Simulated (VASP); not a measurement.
Wanted: the native input for a VASP 6.6.1 run.

```
Task                   : single point
Functional             : PBE
Dispersion             : D3(BJ)
Potentials or basis    : VASP PAW PBE potentials, release 64 (H, Si, O)
Cutoff                 : 520 eV
k mesh                 : 2 × 2 × 1
Occupations            : gaussian, width 0.02 eV
Spin                   : no spin polarisation
Dipole correction      : no
Further INCAR settings : LREAL = Auto; ALGO = Normal; EDIFF = 1e-06; NBANDS = 57
```

The structure of Si16H8O lies in POSCAR:

```
Si16H8O
1.0
    7.6791800000      0.0000000000      0.0000000000
    3.8395900000      6.6503650000      0.0000000000
    0.0000000000      0.0000000000     17.8687650000
H Si O
8 16 1
Direct
    0.1666666600      0.1666666600      0.0559635800
    0.6666666400      0.1666666600      0.0559635800
    0.1666666600      0.6666666300      0.0559635800
    0.6666666400      0.6666666300      0.0559635800
    0.4966348757      0.0001948980      0.4399669053
    0.0003336016      0.4969057260      0.4400002704
    0.5003292852      0.5004928984      0.4399533874
    0.0587995837      1.0496832680      0.4772783693
    0.1666666600      0.1666666600      0.1399089400
    0.6666666400      0.1666666600      0.1399089400
    0.1666666600      0.6666666300      0.1399089400
    0.6666666400      0.6666666300      0.1399089400
   -0.1665762318      0.3331464471      0.1821253840
    0.3333339132      0.3333152131      0.1824078893
   -0.1665982430      0.8334240524      0.1825598932
    0.3331971133      0.8333964287      0.1820533464
   -0.1667388268      0.3320535458      0.3131849474
    0.3332725922      0.3332722243      0.3135439448
   -0.1674755877      0.8324494763      0.3139574266
    0.3323766012      0.8329653044      0.3130622609
   -0.0008240735     -0.0013897867      0.3566922475
    0.4986498061     -0.0001807165      0.3557935341
   -0.0001270907      0.4986318744      0.3558373477
    0.5001012489      0.4999060771      0.3558801916
   -0.0084536224      0.9899471146      0.4506174547
```

The input as run:

INCAR

```
SYSTEM = Si16H8O
ALGO     = Normal         ! electronic algorithm
EDIFF    = 1E-6           ! SCF threshold, eV
ENCUT    = 520            ! plane-wave cutoff, eV
GGA      = PE             ! functional
ISIF     = 2              ! what is computed and relaxed
ISMEAR   = 0              ! smearing method
IVDW     = 12             ! dispersion correction
LASPH    = .True.         ! aspherical terms in the spheres
LCHARG   = .False.        ! write CHGCAR
LREAL    = Auto         
LWAVE    = .False.        ! write WAVECAR
NBANDS   = 57             ! bands
NELM     = 80             ! most SCF steps
PREC     = Accurate       ! precision mode
SIGMA    = 0.02           ! smearing width, eV
```

KPOINTS

```
k-points
0
Gamma
  2 2 1
  0 0 0
```

Potentials or basis: VASP PAW PBE potentials, release 64 (H, Si, O).

Launch:

```console
$ cat potpaw_PBE.64/H/POTCAR potpaw_PBE.64/Si/POTCAR potpaw_PBE.64/O/POTCAR > POTCAR
$ mpirun -np 1 vasp_std > vasp.out
```

Results of the run:

The largest force is 0.100 eV/Å, the band gap on the k mesh is 1.31 eV, direct and the dispersion energy per atom is -0.158 eV.

Caveat: the k points lie up to 0.47 Å⁻¹ apart.

It took 9.1 min on 1 thread of AMD EPYC 7R13 Processor (Zen 3) (shared host), peak memory 0.94 GiB.
